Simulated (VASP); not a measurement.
Wanted: the native input for a VASP 6.6.1 run.

```yaml
Task: single point
Functional: PBE
Potentials_or_basis: VASP PAW PBE potentials, release 64 (In_d, Se)
Cutoff: 520 eV
k_mesh: 4 × 4 × 4
Occupations: gaussian, width 0.1 eV
Spin: no spin polarisation
Dipole_correction: no
Further_INCAR_settings: ALGO = Normal; EDIFF = 1e-07; NBANDS = 27
```

The structure of InSe lies in POSCAR:

```
InSe
1.0
    0.0000000000      3.6982651341      3.6982651341
    3.6982651341      0.0000000000      3.6982651341
    3.6982651341      3.6982651341      0.0000000000
In Se
2 2
Direct
    0.7500000000      0.7500000000      0.7500000000
    0.5000000000      0.5000000000      0.5000000000
    0.2500000000      0.2500000000      0.2500000000
    0.0000000000      0.0000000000      0.0000000000
```

One way to write it, as run:

INCAR

```
PREC = Accurate
ENCUT = 520
EDIFF = 1E-7
ISMEAR = 0
SIGMA = 0.1
LREAL = F
LASPH = T
NELM = 100
ALGO = Normal
ISIF = 2
LWAVE = F
LCHARG = F
GGA = PE
NBANDS = 27
```

KPOINTS

```
regular mesh
0
Gamma
  4 4 4
```

Potentials or basis: VASP PAW PBE potentials, release 64 (In_d, Se).

Launch:

```console
$ cat potpaw_PBE.64/In_d/POTCAR potpaw_PBE.64/Se/POTCAR > POTCAR
$ mpirun -np 1 vasp_std > vasp.out
```

It gave:

```json
{"Pressure": "-0.1 GPa", "Band gap on the k mesh": "zero (band 19 reaches 6.08 eV, above the bottom of band 20 at 5.09 eV)"}
```

Caveat: the k points lie up to 0.37 Å⁻¹ apart; spin-orbit coupling is left out, which moves the levels of the heavy elements.

Run time: 18 s on 1 thread of Intel(R) Xeon(R) Platinum 8488C (Sapphire Rapids), on a shared host, peak memory 0.24 GiB.
